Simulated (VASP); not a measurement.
Wanted: the native input for a VASP 6.6.1 run.

- Task: relaxation of the atoms
- Functional: PBE
- Potentials or basis: VASP PAW PBE potentials, release 64 (Pt)
- Cutoff: 520 eV
- k mesh: 4 × 4 × 1
- Occupations: gaussian, width 0.1 eV
- Spin: no spin polarisation
- Dipole correction: yes
- Atoms held fixed (from 0): [0, 1, 2, 3, 4, 5, 6, 7]
- Further INCAR settings: LREAL = Auto; ALGO = Normal; EDIFF = 1e-06; IBRION = 2; EDIFFG = -0.03; NSW = 90

The structure of Pt lies in POSCAR:

```
Pt
1.0
    5.6145835603      0.0000000000      0.0000000000
    0.0000000000      5.6145835603      0.0000000000
    0.0000000000      0.0000000000     21.9551651636
Pt
16
Selective dynamics
Direct
    0.2500000000      0.2500000000      0.3643789487  F F F
    0.2500000000      0.7500000000      0.3643789487  F F F
    0.7500000000      0.2500000000      0.3643789487  F F F
    0.7500000000      0.7500000000      0.3643789487  F F F
    0.5000000000      0.5000000000      0.4547929829  F F F
    0.5000000000      0.0000000000      0.4547929829  F F F
    0.0000000000      0.5000000000      0.4547929829  F F F
    0.0000000000      0.0000000000      0.4547929829  F F F
    0.7500000000      0.7500000000      0.5452070171  T T T
    0.7500000000      0.2500000000      0.5452070171  T T T
    0.2500000000      0.7500000000      0.5452070171  T T T
    0.2500000000      0.2500000000      0.5452070171  T T T
    0.0000000000      0.0000000000      0.6356210513  T T T
    0.0000000000      0.5000000000      0.6356210513  T T T
    0.5000000000      0.0000000000      0.6356210513  T T T
    0.5000000000      0.5000000000      0.6356210513  T T T
```

The input as run:

INCAR

```
SYSTEM = Pt
PREC = Accurate
ENCUT = 520
EDIFF = 1E-6
ISMEAR = 0
SIGMA = 0.1
LREAL = Auto
LASPH = .TRUE.
NELM = 100
ALGO = Normal
ISIF = 2
LWAVE = .FALSE.
LCHARG = .FALSE.
LDIPOL = .TRUE.
IDIPOL = 3
DIPOL = 0.5 0.5 0.500
GGA = PE
IBRION = 2
NSW = 90
EDIFFG = -0.03
LUSENCCL = .FALSE.
```

KPOINTS

```
regular mesh
0
G
  4 4 1
  0 0 0
```

Potentials or basis: VASP PAW PBE potentials, release 64 (Pt).

Run with:

```console
$ cat potpaw_PBE.64/Pt/POTCAR > POTCAR
$ mpirun -np 1 vasp_std > vasp.out
```

Results of the run:

```yaml
Energy_gained_by_relaxing: 7.2 meV/atom
Ionic_steps: 9
Band_gap_on_the_k_mesh: zero (bands 80 and 81 overlap by 0.60 eV)
```

Caveat: spin-orbit coupling is left out, which moves the levels of the heavy elements.

Run time: 14 min on 1 × NVIDIA H100 80GB with 1 thread of AMD EPYC 7R13 Processor (Zen 3), with other jobs on the host, peak memory 1.7 GiB.
